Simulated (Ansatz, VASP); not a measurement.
**HgTe in VASP and in Ansatz**

The input INCAR:

```
SYSTEM = HgTe
PREC = Accurate
ENCUT = 500
EDIFF = 1E-6
ISMEAR = 0
SIGMA = 0.05
LREAL = .FALSE.
LASPH = .TRUE.
NELM = 120
ALGO = Normal
ISIF = 2
LWAVE = .FALSE.
LCHARG = .TRUE.
GGA = PS
LELF = .TRUE.
LVHAR = .TRUE.
NBANDS = 16
GGA_COMPAT = .FALSE.
```

File KPOINTS:

```
regular mesh
0
G
  4 4 4
  0 0 0
```

POSCAR

```
HgTe
1.0
    0.0000000000      3.2891578872      3.2891578872
    3.2891578872      0.0000000000      3.2891578872
    3.2891578872      3.2891578872      0.0000000000
Hg Te
1 1
Direct
    0.0000000000      0.0000000000      0.0000000000
    0.2500000000      0.2500000000      0.2500000000
```

Input for Ansatz:

```yaml
crystal:
  lattice:
    - [0.0, 3.2891578872, 3.2891578872]
    - [3.2891578872, 0.0, 3.2891578872]
    - [3.2891578872, 3.2891578872, 0.0]
  atoms:
    - { symbol: Hg, position: [0.0, 0.0, 0.0] }
    - { symbol: Te, position: [0.25, 0.25, 0.25] }
kpoints:
  mp_grid: { grid: [4, 4, 4] }
hamiltonian:
  xc: pbesol
scf:
  occupations: { method: gaussian, width: 0.05 }
  n_extra_bands: 4
output:
  forces: true
  stress: true
  eigenvalues: true
```

Alike in both runs: task single point; functional PBEsol; k mesh 4 × 4 × 4; occupations gaussian, width 0.05 eV; no spin polarisation.

```csv
,VASP,Ansatz
version,VASP 6.6.1,Ansatz 0.2.0
potentials or method,"VASP PAW PBE potentials, release 64 (Hg, Te)",plane waves
plane-wave cutoff (eV),500,420
valence electrons in the cell,18,36
```

|  | VASP | Ansatz | Ansatz less VASP |
| --- | --- | --- | --- |
| pressure (GPa) | -0.7 | -0.8 | -0.11 |

VASP's potentials were made for PBE, not for PBEsol. VASP's potentials hold 18 valence electrons a cell and Ansatz's 36, so a difference there can come from the potentials and not from the codes.

The k mesh is coarse, so the values compare programs but aren't converged. Neither program's run includes spin-orbit coupling.
